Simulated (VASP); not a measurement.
# Cr (Im-3m) in VASP: a series of runs

Cr is run at these levels: PBEsol; tasks: single point.

Everything below comes from runs of VASP 6.6.1. Logs are shortened: lines on timing, memory, paths and dates and some standing lists are left out, and cuts for length are marked.

## Step 1: The cell of the first run

The structure is cubic, space group Im-3m (No. 229). Conventional cell: a = 2.757 Å, b = 2.757 Å, c = 2.757 Å, α = 90.00°, β = 90.00°, γ = 90.00°. Cr (site symmetry m-3m) has 14 Cr at 2.39 to 2.76 Å within 3.2 Å.

## Step 2: Single point, PBEsol (volume scaled by 0.94)

INCAR

```
  PREC = Accurate
  ENCUT = 520
  EDIFF = 1E-6
  ISMEAR = 0
  SIGMA = 0.1
  LREAL = False
  LASPH = True
  NELM = 80
  ALGO = Normal
  ISIF = 2
  LWAVE = False
  LCHARG = False
  GGA = PS
  NBANDS = 12
```

KPOINTS

```
regular mesh
0
Gamma
  20 20 20
```

POSCAR

```
Cr
1.0
   -1.3783609560      1.3783609560      1.3783609560
    1.3783609560     -1.3783609560      1.3783609560
    1.3783609560      1.3783609560     -1.3783609560
Cr
1
Direct
    0.0000000000      0.0000000000      0.0000000000
```

Potentials or basis: VASP PAW PBE potentials, release 64 (Cr_pv).

The run is started by

```sh
cat potpaw_PBE.64/Cr_pv/POTCAR > POTCAR
mpirun -np 1 vasp_std > vasp.out
```

OUTCAR:

```text
PREC = Accurate
   ENCUT = 520
   EDIFF = 1E-6
   ISMEAR = 0
   LREAL = False
   LASPH = True
   NELM = 80
   ISIF = 2
   GGA = PS

 ion  position               nearest neighbor table
   1  0.000  0.000  0.000-

  LATTYP: Found a body centered cubic cell.
 ALAT       =     2.7567219120

  Lattice vectors:

 A1 = (  -1.3783609560,   1.3783609560,   1.3783609560)
 A2 = (   1.3783609560,  -1.3783609560,   1.3783609560)
 A3 = (   1.3783609560,   1.3783609560,  -1.3783609560)

Analysis of symmetry for initial positions (statically):
=====================================================================
 Subroutine PRICEL returns:
 Original cell was already a primitive cell.

 Routine SETGRP: Setting up the symmetry group for a
 body centered cubic supercell.

 Subroutine GETGRP returns: Found 48 space group operations
 (whereof 48 operations were pure point group operations)
 out of a pool of 48 trial point group operations.

The static configuration has the point symmetry O_h .

Analysis of symmetry for dynamics (positions and initial velocities):
=====================================================================
 Subroutine PRICEL returns:
 Original cell was already a primitive cell.

 Routine SETGRP: Setting up the symmetry group for a
 body centered cubic supercell.

 Subroutine GETGRP returns: Found 48 space group operations
 (whereof 48 operations were pure point group operations)
 out of a pool of 48 trial point group operations.

The dynamic configuration has the point symmetry O_h .

 Subroutine INISYM returns: Found 48 space group operations
 (whereof 48 operations are pure point group operations),
 and found     1 'primitive' translations

----------------------------------------------------------------------------------------

                                     Primitive cell

  volume of cell :      10.4749

  direct lattice vectors                    reciprocal lattice vectors
    -1.378360956  1.378360956  1.378360956     0.000000000  0.362749683  0.362749683
     1.378360956 -1.378360956  1.378360956     0.362749683  0.000000000  0.362749683
     1.378360956  1.378360956 -1.378360956     0.362749683  0.362749683  0.000000000

  length of vectors
     2.387391207  2.387391207  2.387391207     0.513005522  0.513005522  0.513005522

  position of ions in fractional coordinates (direct lattice)
     0.000000000  0.000000000  0.000000000

  ion indices of the primitive-cell ions
   primitive index   ion index
                 1           1

----------------------------------------------------------------------------------------

 KPOINTS: regular mesh

Automatic generation of k-mesh.
 Grid dimensions read from file:
 generate k-points for:   20   20   20

 Generating k-lattice:

  Cartesian coordinates                     Fractional coordinates (reciprocal lattice)
     0.000000000  0.018137484  0.018137484     0.050000000  0.000000000  0.000000000
     0.018137484  0.000000000  0.018137484     0.000000000  0.050000000  0.000000000
     0.018137484  0.018137484  0.000000000     0.000000000  0.000000000  0.050000000

  Length of vectors
     0.025650276  0.025650276  0.025650276

  Shift w.r.t. Gamma in fractional coordinates (k-lattice)
     0.000000000  0.000000000  0.000000000

 Subroutine IBZKPT returns following result:
 ===========================================

 Found    256 irreducible k-points:

 Following reciprocal coordinates:
            Coordinates               Weight
  0.000000  0.000000  0.000000      1.000000
  0.050000  0.000000  0.000000     12.000000
  0.100000  0.000000  0.000000     12.000000
  0.150000  0.000000  0.000000     12.000000
  0.200000  0.000000  0.000000     12.000000
  0.250000  0.000000  0.000000     12.000000
[... 16 lines left out ...]
  0.200000  0.100000  0.000000     48.000000
  0.250000  0.100000 -0.000000     48.000000
 [... further k-points ...]
   k-points           NKPTS =    256   k-points in BZ     NKDIM =    256   number of bands    NBANDS=     12
   number of dos      NEDOS =    301   number of ions     NIONS =      1
   total plane-waves  NPLWV =   5832
   dimension x,y,z NGX =    18 NGY =   18 NGZ =   18
   dimension x,y,z NGXF=    36 NGYF=   36 NGZF=   36
   ions per type =               1
   NGX,Y,Z   is equivalent  to a cutoff of  12.53, 12.53, 12.53 a.u.
   NGXF,Y,Z  is equivalent  to a cutoff of  25.07, 25.07, 25.07 a.u.
 SYSTEM =  unknown system
   PREC   = accura    normal or accurate (medium, high low for compatibility)
   ISTART =      0    job   : 0-new  1-cont  2-samecut
   ICHARG =      2    charge: 1-file 2-atom 10-const
   ISPIN  =      1    spin polarized calculation?
   LNONCOLLINEAR =      F non collinear calculations
   LSORBIT =      F    spin-orbit coupling
   LASPH  =      T    aspherical Exc in radial PAW
   ENCUT  =  520.0 eV  38.22 Ry    6.18 a.u.   4.44  4.44  4.44*2*pi/ulx,y,z
   NELM   =     80;   NELMIN=  2; NELMDL= -5     # of ELM steps
   EDIFF  = 0.1E-05   stopping-criterion for ELM
   LREAL  =      F    real-space projection
   EDIFFG = 0.1E-04   stopping-criterion for IOM
   NSW    =      0    number of steps for IOM
   IBRION =     -1    ionic relax: 0-MD 1-quasi-New 2-CG
   NFREE  =      0    steps in history (QN), initial steepest desc. (CG)
   ISIF   =      2    stress and relaxation
   ISYM   =      2    0-nonsym 1-usesym 2-fastsym
   POTIM  = 0.5000    time-step for ionic-motion
   TEBEG  =    0.0;   TEEND  =   0.0 temperature during run
   PSTRESS=    0.0 pullay stress
   NELECT =      12.0000    total number of electrons
   NUPDOWN=      -1.0000    fix difference up-down
   EMIN   =  10.00;   EMAX   =-10.00  energy-range for DOS
   EFERMI =   0.00;   METHOD = LEGACY
   ISMEAR =     0;   SIGMA  =   0.10  broadening in eV -4-tet -1-fermi 0-gaus
   EFERMI_NEDOS =   21; number of points for ismear=-14 and -15
   IALGO  =     38    algorithm
   IMIX   =      4    mixing-type and parameters
     AMIX     =   0.40;   BMIX     =  1.00
     AMIX_MAG =   1.60;   BMIX_MAG =  1.00
  volume/ion in A,a.u.               =      10.47        70.69
  Fermi-wavevector in a.u.,A,eV,Ry     =   1.712980  3.237063 39.923581  2.934300
  Thomas-Fermi vector in A             =   2.790809
   LORBIT       =      0    0 simple, 1 ext, 2 COOP (PROOUT), +10 PAW based schemes
   GGA     = PS    functional components
   LHFCALC =     F    Hartree Fock is set to
   AEXX    =    0.0000 exact exchange contribution
   IVDW    =     0    specifies the selected vdW correction
   LEPSILON=     F    determine dielectric tensor
   LRPA    =     F    only Hartree local field effects (RPA)
 non-spin polarized calculation
 Gauss-broadening in eV      SIGMA  =   0.10
  energy-cutoff  :      520.00
  volume of cell :       10.47
 maximum number of plane-waves:       321
 NGX is ok and might be reduce to    18
   NGX =  9   NGY =  9   NGZ =  9

 number of electron      12.0000001 magnetization

 Free energy of the ion-electron system (eV)
  ---------------------------------------------------
  ext. energy  EPLUGINS =         0.00000000
  ---------------------------------------------------
  free energy    TOTEN  =       -10.20819525 eV

  energy without entropy =      -10.20503094  energy(sigma->0) =      -10.20661310

 E-fermi :  12.2997     XC(G=0): -14.4182

 val. band max:       12.2927008741   @ k =   0.1000   0.0500   0.0500
 cond. band min:      12.3235099500   @ k =   0.1500   0.0500   0.0000
 fundamental gap:      0.0308090759
 Fermi energy:        12.2996591887

 k-point     1 :       0.0000    0.0000    0.0000
  band No.  band energies     occupation
      1     -30.1552      2.00000
      2     -30.1552      2.00000
      3     -30.1552      2.00000
      4       4.0608      2.00000
      5      11.2324      2.00000
      6      11.2324      2.00000
      7      11.2324      2.00000
      8      13.5363      0.00000
      9      13.5363      0.00000
     10      19.4309      0.00000
     11      35.3206      0.00000
     12      35.3206      0.00000

 k-point     2 :       0.0500    0.0000    0.0000
  band No.  band energies     occupation
      1     -30.1878      2.00000
      2     -30.1649      2.00000
      3     -30.1555      2.00000
      4       4.1818      2.00000
      5      11.1824      2.00000
      6      11.2245      2.00000
      7      11.3182      2.00000
      8      13.4781      0.00000
      9      13.5397      0.00000
     10      19.4309      0.00000
     11      35.1153      0.00000
     12      35.3080      0.00000

 k-point     3 :       0.1000    0.0000    0.0000
  band No.  band energies     occupation
      1     -30.2820      2.00000
      2     -30.1931      2.00000
      3     -30.1563      2.00000
      4       4.5348      2.00000
      5      11.0395      2.00000
      6      11.1890      2.00000
      7      11.5711      2.00000
      8      13.3359      0.00000
      9      13.5510      0.00000
     10      19.4308      0.00000
     11      34.4991      0.00000
     12      35.1993      0.00000
[... 286 lines left out ...]
 k-point    23 :       0.2000    0.1000    0.0000
  band No.  band energies     occupation
      1     -30.8382      2.00000
      2     -30.3564      2.00000
      3     -30.2009      2.00000
      4       6.7903      2.00000
      5      10.2827      2.00000
      6      10.5975      2.00000
      7      13.0032      0.00000
      8      13.5231      0.00000
      9      13.8382      0.00000
     10      19.4308      0.00000
     11      30.4289      0.00000
     12      32.3937      0.00000

 k-point    24 :       0.2500    0.1000   -0.0000
  band No.  band energies     occupation
      1     -31.0069      2.00000
      2     -30.4256      2.00000
      3     -30.2046      2.00000
      4       7.3583      2.00000
      5      10.0207      2.00000
      6      10.6913      2.00000
      7      13.1201      0.00000
      8      13.8804      0.00000
      9      14.3138      0.00000
     10      19.4306      0.00000
     11      28.6341      0.00000
     12      31.5022      0.00000

 [... further k-points ...]

------------------------ aborting loop because EDIFF is reached ----------------------------------------

  FORCE on cell =-STRESS in cart. coord.  units (eV):
  Direction    XX          YY          ZZ          XY          YZ          ZX
  --------------------------------------------------------------------------------------
  -------------------------------------------------------------------------------------
  Total        1.2648469      1.2648469      1.2648469      0.0000000      0.0000000      0.0000000
  in kB      193.4637742    193.4637742    193.4637742      0.0000000      0.0000000      0.0000000
  external PRESSURE =     193.4637742 kB  Pullay stress =       0.0000000 kB

 VOLUME and BASIS-vectors are now :
 -----------------------------------------------------------------------------
  energy-cutoff  :      520.00
  volume of cell :       10.47
      direct lattice vectors                 reciprocal lattice vectors
    -1.378360956  1.378360956  1.378360956     0.000000000  0.362749683  0.362749683
     1.378360956 -1.378360956  1.378360956     0.362749683  0.000000000  0.362749683
     1.378360956  1.378360956 -1.378360956     0.362749683  0.362749683  0.000000000

 POSITION                                       TOTAL-FORCE (eV/Angst)
 -----------------------------------------------------------------------------------
      0.00000      0.00000      0.00000        -0.000000     -0.000000      0.000000
 -----------------------------------------------------------------------------------
    total drift:                                0.000000     -0.000000     -0.000000

  FREE ENERGIE OF THE ION-ELECTRON SYSTEM (eV)
  ---------------------------------------------------
  free  energy   TOTEN  =       -10.2081952545 eV

  energy  without entropy=      -10.2050309367  energy(sigma->0) =      -10.20661310
```

Wall time 14 s (1 thread of Intel Xeon 6975P-C, shared host); peak memory 0.15 GiB.

What came out:

```yaml
Free_energy: -10.2082 eV
Pressure: 19.3 GPa
Band_gap_on_the_k_mesh: zero (band 6 reaches 15.11 eV, above the bottom of band 7 at 11.23 eV)
```

Caveat: the cell differs from its parent crystal (volume scaled by 0.94); the PAW data sets were made with another functional, which shifts forces and pressure a little; the run has no spin polarisation, though such a crystal can be magnetic. Spin polarisation is off, so any magnetic state and its effect on volume and gap are missing.

## Step 3: Single point, PBEsol (volume scaled by 0.97)

INCAR

```
PREC = Accurate
ENCUT = 520
EDIFF = 1E-7
ISMEAR = 0
SIGMA = 0.1
LREAL = F
LASPH = T
NELM = 80
ALGO = Normal
ISIF = 2
LWAVE = F
LCHARG = F
GGA = PS
NBANDS = 12
```

KPOINTS

```
Automatic mesh
0
Gamma
  20 20 20
```

POSCAR

```
Cr
1.0
   -1.3928710850      1.3928710850      1.3928710850
    1.3928710850     -1.3928710850      1.3928710850
    1.3928710850      1.3928710850     -1.3928710850
Cr
1
Direct
    0.0000000000      0.0000000000      0.0000000000
```

Potentials or basis: VASP PAW PBE potentials, release 64 (Cr_pv).

The run is started by

```sh
cat potpaw_PBE.64/Cr_pv/POTCAR > POTCAR
mpirun -np 1 vasp_std > vasp.out
```

It took 17 s on 1 thread of Intel Xeon 6975P-C, shared host; peak memory 0.15 GiB.

Results (log left out):

- Free energy: -10.2373 eV
- Pressure: 8.6 GPa
- Band gap on the k mesh: zero (band 6 reaches 14.51 eV, above the bottom of band 7 at 10.80 eV)

Levels at points of the mesh, in eV from the Fermi level:
| k point | band 2 | band 3 | band 4 | band 5 | band 6 | band 7 | band 8 | band 9 | band 10 | band 11 |
| --- | --- | --- | --- | --- | --- | --- | --- | --- | --- | --- |
| (0.00, 0.00, 0.00) | -42.50 | -42.50 | -8.13 | -1.02 | -1.02 | -1.02 | 1.19 | 1.19 | 7.11 | 22.78 |
| (0.50, 0.00, 0.00) | -42.86 | -42.51 | -4.82 | -2.72 | 1.22 | 1.27 | 1.58 | 3.13 | 7.11 | 10.73 |
| (0.50, 0.50, 0.50) | -43.28 | -43.28 | -4.80 | -4.80 | 2.69 | 2.69 | 2.69 | 7.11 | 11.17 | 11.17 |

Caveat: the cell differs from its parent crystal (volume scaled by 0.97); the PAW data sets were made with another functional, which shifts forces and pressure a little; the run has no spin polarisation, though such a crystal can be magnetic.

## Step 4: Single point, PBEsol

This run uses another cell than the first one, of 11.14 Å³/atom, 1.064 times its volume.

INCAR

```
SYSTEM = Cr
ALGO     = Fast           ! electronic algorithm
EDIFF    = 1E-6           ! SCF threshold, eV
ENCUT    = 520            ! plane-wave cutoff, eV
GGA      = PS             ! functional
ISIF     = 2              ! what is computed and relaxed
ISMEAR   = 0              ! smearing method
LASPH    = .True.         ! aspherical terms in the spheres
LCHARG   = .False.        ! write CHGCAR
LREAL    = .False.        ! projectors in reciprocal space
LWAVE    = .False.        ! write WAVECAR
NBANDS   = 12             ! bands
NELM     = 80             ! most SCF steps
PREC     = Accurate       ! precision mode
SIGMA    = 0.1            ! smearing width, eV
```

KPOINTS

```
k-points
0
Gamma
  20 20 20
  0 0 0
```

POSCAR

```
Cr
1.0
   -1.4070850370      1.4070850370      1.4070850370
    1.4070850370     -1.4070850370      1.4070850370
    1.4070850370      1.4070850370     -1.4070850370
Cr
1
Direct
    0.0000000000      0.0000000000      0.0000000000
```

The run is started by

```sh
cat potpaw_PBE.64/Cr_pv/POTCAR > POTCAR
mpirun -np 1 vasp_std > vasp.out
```

It took 19 s on 1 thread of Intel Xeon 6975P-C, shared host; peak memory 0.14 GiB.

Results (log left out):

- Free energy: -10.2455 eV
- Pressure: -0.5 GPa
- Band gap on the k mesh: zero (band 6 reaches 13.94 eV, above the bottom of band 7 at 10.39 eV)

Levels at points of the mesh, in eV from the Fermi level:
```csv
k point,band 4,band 5,band 6,band 7,band 8,band 9
"(0.00, 0.00, 0.00)",-8.03,-0.97,-0.97,-0.97,1.15,1.15
"(0.50, 0.00, 0.00)",-4.65,-2.61,1.17,1.18,1.51,2.99
"(0.50, 0.50, 0.50)",-4.59,-4.59,2.58,2.58,2.58,7.09
```

Caveat: the PAW data sets were made with another functional, which shifts forces and pressure a little; the run has no spin polarisation, though such a crystal can be magnetic.

## Step 5: Single point, PBEsol (volume scaled by 1.03)

INCAR

```
ALGO = Normal
EDIFF = 1E-7
ENCUT = 520
GGA = PS
ISIF = 2
ISMEAR = 0
LASPH = T
LCHARG = F
LREAL = F
LWAVE = F
NBANDS = 12
NELM = 80
PREC = Accurate
SIGMA = 0.1
```

KPOINTS

```
k-points
0
Gamma
  20 20 20
```

POSCAR

```
Cr
1.0
   -1.4210174781      1.4210174781      1.4210174781
    1.4210174781     -1.4210174781      1.4210174781
    1.4210174781      1.4210174781     -1.4210174781
Cr
1
Direct
    0.0000000000      0.0000000000      0.0000000000
```

The run is started by

```sh
cat potpaw_PBE.64/Cr_pv/POTCAR > POTCAR
mpirun -np 1 vasp_std > vasp.out
```

Wall time 16 s (1 thread of Intel Xeon 6975P-C, shared host); peak memory 0.14 GiB.

It converged, with:

- Free energy: -10.2361 eV
- Pressure: -8.4 GPa
- Band gap on the k mesh: zero (band 6 reaches 13.40 eV, above the bottom of band 7 at 10.00 eV)

Levels at points of the mesh, in eV from the Fermi level:
```csv
k point,band 2,band 3,band 4,band 5,band 6,band 7,band 8,band 9,band 10,band 11
"(0.00, 0.00, 0.00)",-42.59,-42.59,-7.92,-0.93,-0.93,-0.93,1.11,1.11,7.07,22.32
"(0.50, 0.00, 0.00)",-42.89,-42.60,-4.50,-2.50,1.11,1.12,1.45,2.87,7.07,9.97
"(0.50, 0.50, 0.50)",-43.24,-43.24,-4.40,-4.40,2.47,2.47,2.47,7.07,10.61,10.61
```

Caveat: the cell differs from its parent crystal (volume scaled by 1.03); the PAW data sets were made with another functional, which shifts forces and pressure a little; the run has no spin polarisation, though such a crystal can be magnetic.

[end of part 1 of 2]
